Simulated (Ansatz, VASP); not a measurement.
Re in VASP and in Ansatz

```
CELL_PARAMETERS angstrom
0.00000 2.06270 1.67883
2.06270 0.00000 1.67883
2.06270 2.06270 0.00000
ATOMIC_POSITIONS crystal
Re 0.00000 0.00000 0.00000
```

Alike in both runs: task single point; functional PBE; k mesh 10 × 10 × 10; occupations gaussian, width 0.15 eV; no spin polarisation.

```csv
,VASP,Ansatz
version,VASP 6.6.1,Ansatz 0.2.0
potentials or method,"VASP PAW PBE potentials, release 64 (Re), cutoff 520 eV","scalar-relativistic, plane waves, PAW"
valence electrons in the cell,7,15
```

```csv
,VASP,Ansatz,Ansatz less VASP
gap on the k mesh at the Fermi level (eV),none,none,-
pressure (GPa),22.7,22.9,+0.22
"traceless stress, the component that is largest in VASP (GPa)",12.09,11.50,-0.590
```

A gap of «none» marks a metal or a gap that the smearing closes. VASP's potentials hold 7 valence electrons a cell and Ansatz's 15, so a difference there can come from the potentials and not from the codes.

Spin-orbit coupling is off throughout.
